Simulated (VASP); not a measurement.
Wanted: the native input for a VASP 6.6.1 run.

| Item | Value |
| --- | --- |
| Task | single point |
| Functional | r2SCAN |
| Potentials or basis | VASP PAW PBE potentials, release 64 (B, P) |
| Cutoff | 520 eV |
| k mesh | 10 × 10 × 10 |
| Occupations | gaussian, width 0.05 eV |
| Spin | no spin polarisation |
| Dipole correction | no |
| Further INCAR settings | ALGO = Normal; EDIFF = 1e-07; NBANDS = 11 |

BP:

```
B P
1.0
     0.00000    2.34766    2.26827
     2.26827    0.00000    2.26827
     2.26827    2.34766    0.00000
B P
1 1
Cartesian
  0.0000 0.0000 0.0000
  3.4024 3.5215 3.4024
```

This cell differs from its parent crystal: strain +0.0350 x Voigt [0, 1, 0, 0, 0, 0].

These files were run (other wordings do the same):

POSCAR

```
BP
1.0
    0.0000000000      2.3476561527      2.2682668142
    2.2682668142      0.0000000000      2.2682668142
    2.2682668142      2.3476561527      0.0000000000
B P
1 1
Direct
    0.0000000000      0.0000000000      0.0000000000
    0.7500000000      0.7500000000      0.7500000000
```

INCAR.step1

```
SYSTEM = BP
ALGO = Normal ; EDIFF = 1E-4
ENCUT = 520 ; GGA = PE
ISMEAR = 0 ; LASPH = .TRUE.
LCHARG = .FALSE. ; LREAL = .FALSE.
LWAVE = .TRUE. ; NBANDS = 11
NELM = 100 ; PREC = Accurate
SIGMA = 0.05
```

INCAR.step2

```
SYSTEM = BP
ALGO = Normal ; EDIFF = 1E-7
ENCUT = 520 ; ISIF = 2
ISMEAR = 0 ; ISTART = 1
LASPH = .TRUE. ; LCHARG = .FALSE.
LMIXTAU = .TRUE. ; LREAL = .FALSE.
LWAVE = .FALSE. ; METAGGA = R2SCAN
NBANDS = 11 ; NELM = 100
PREC = Accurate ; SIGMA = 0.05
```

KPOINTS

```
k-points
0
G
  10 10 10
  0 0 0
```

Potentials or basis: VASP PAW PBE potentials, release 64 (B, P).

Launch:

```console
$ cat potpaw_PBE.64/B/POTCAR potpaw_PBE.64/P/POTCAR > POTCAR
$ cp INCAR.step1 INCAR
$ mpirun -np 1 vasp_std > vasp.out
$ cp INCAR.step2 INCAR
$ mpirun -np 1 vasp_std > vasp.out
```

It gave:

| Item | Value |
| --- | --- |
| Pressure | -5.9 GPa |
| Band gap on the k mesh | 1.22 eV, indirect (least direct gap 3.41 eV) |

Caveat: the cell differs from its parent crystal (strain +0.0350 x Voigt [0, 1, 0, 0, 0, 0]); the PAW data sets were made with another functional, which shifts forces and pressure a little.

Wall time 34 s on 1 thread of Intel(R) Xeon(R) 6975P-C (Granite Rapids) (shared host), peak memory 0.15 GiB.
